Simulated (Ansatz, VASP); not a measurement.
## Lu2AlN3 in VASP and in Ansatz

Contents of INCAR:

```
SYSTEM = Lu2AlN3
ALGO = Normal
EDIFF = 1E-7
EDIFFG = -0.04
ENCUT = 600
GGA = PE
IBRION = 2
ISIF = 3
ISMEAR = 0
LASPH = .TRUE.
LCHARG = .FALSE.
LREAL = .FALSE.
LWAVE = .FALSE.
NELM = 100
NSW = 90
PREC = Accurate
SIGMA = 0.1
```

File KPOINTS:

```
k-points
0
G
  4 4 4
  0 0 0
```

Contents of POSCAR:

```
Lu2AlN3
1.0
    2.6193927800     -4.3990295700      0.0000000000
    2.6193927800      4.3990295700      0.0000000000
    0.0000000000      0.0000000000      4.0644299400
Lu Al N
2 1 3
Direct
    0.5000000000      0.0000000000      0.5000000000
    0.0000000000      0.5000000000      0.5000000000
    0.0000000000      0.0000000000      0.0000000000
    0.6610916900      0.3389083100      0.0000000000
    0.3389083100      0.6610916900      0.0000000000
    0.5000000000      0.5000000000      0.5000000000
```

Input for Ansatz:

```yaml
crystal:
  lattice:
    - [2.61939278, -4.39902957, 0.0]
    - [2.61939278, 4.39902957, 0.0]
    - [0.0, 0.0, 4.06442994]
  atoms:
    - { symbol: Lu, position: [0.5, 0.0, 0.5] }
    - { symbol: Lu, position: [0.0, 0.5, 0.5] }
    - { symbol: Al, position: [0.0, 0.0, 0.0] }
    - { symbol: "N", position: [0.66109169, 0.33890831, 0.0] }
    - { symbol: "N", position: [0.33890831, 0.66109169, 0.0] }
    - { symbol: "N", position: [0.5, 0.5, 0.5] }
basis:
  ecutwfc: 420
kpoints:
  mp_grid: { grid: [4, 4, 4] }
hamiltonian:
  xc: pbe
scf:
  occupations: { method: gaussian, width: 0.1 }
  lower_state_search: "off"
output:
  forces: true
  stress: true
  eigenvalues: true
relax:
  adjacent_minimum: "off"
  f_tol: 0.04
  max_steps: 70
  cell: { stress_tol: 0.4 }
```

Change from the starting cell: species swapped into the LaAl2Cu3 type (Cmmm, No. 65).

Alike in both runs: task relaxation of cell and atoms; functional PBE; k mesh 4 × 4 × 4; occupations gaussian, width 0.1 eV; no spin polarisation.

|  | VASP | Ansatz |
| --- | --- | --- |
| version | VASP 6.6.1 | Ansatz 0.2.0 |
| potentials or method | VASP PAW PBE potentials, release 64 (Lu, Al, N), cutoff 600 eV | scalar-relativistic, plane waves, PAW |
| valence electrons in the cell | 68 | 68 |

VASP gave:

```
gap on the k mesh at the Fermi level, each at its own relaxed structure (eV) : none
relaxed volume (Å³/atom)                                                     : 15.18
relaxed cell length with the largest relative difference (Å)                 : 3.438
```

Question: Estimate Ansatz's values.

Answer: gap on the k mesh at the Fermi level, each at its own relaxed structure (eV): none; relaxed volume (Å³/atom): 15.11; relaxed cell length with the largest relative difference (Å): 3.429.

A gap of «none» marks a metal or a gap that the smearing closes.

The k mesh is coarse, so the values compare programs but aren't converged. Neither program's run includes spin-orbit coupling.
